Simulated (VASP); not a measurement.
Write the native input for VASP 6.6.1 that does the following.

* Task: electric field gradients
* Functional: PBEsol
* Potentials or basis: VASP PAW PBE potentials, release 64 (Ta_pv, N)
* Cutoff: 520 eV
* k mesh: 12 × 12 × 10
* Occupations: fermi-dirac, width 0.02 eV
* Spin: no spin polarisation
* Dipole correction: no
* Further INCAR settings: ALGO = Normal; EDIFF = 1e-08; NBANDS = 15

The structure of TaN lies in POSCAR:

```
TaN
1.0
    2.9574563715      0.0000000000      0.0000000000
   -1.4787281858      2.5612323484      0.0000000000
    0.0000000000      0.0000000000      2.9020932717
Ta N
1 1
Direct
    0.3333333333      0.6666666667      0.5000000000
    0.0000000000      0.0000000000      0.0000000000
```

This cell differs from its parent crystal: volume scaled by 1.02.

One way to write it, as run:

INCAR

```
ALGO = Normal
EDIFF = 1E-8
ENCUT = 520
GGA = PS
ISIF = 2
ISMEAR = -1
LASPH = T
LCHARG = F
LEFG = T
LREAL = F
LWAVE = F
NBANDS = 15
NELM = 100
PREC = Accurate
SIGMA = 0.02
```

KPOINTS

```
k-points
0
Gamma
  12 12 10
```

Potentials or basis: VASP PAW PBE potentials, release 64 (Ta_pv, N).

The run is started by

```sh
$ cat potpaw_PBE.64/Ta_pv/POTCAR potpaw_PBE.64/N/POTCAR > POTCAR
$ mpirun -np 1 vasp_std > vasp.out
```

It gave:

```yaml
Pressure: -10.7 GPa
Band_gap_on_the_k_mesh: zero (band 8 reaches 8.27 eV, above the bottom of band 9 at 7.79 eV)
```

Caveat: without QUAD_EFG the Cq values of the log hold for a quadrupole moment of 1 mb, not for the nuclei; the PAW data sets were made with another functional, which shifts forces and pressure a little; spin-orbit coupling is left out, which moves the levels of the heavy elements.

It took 51 s on 1 thread of AMD EPYC 7R13, on a shared host, peak memory 0.14 GiB.
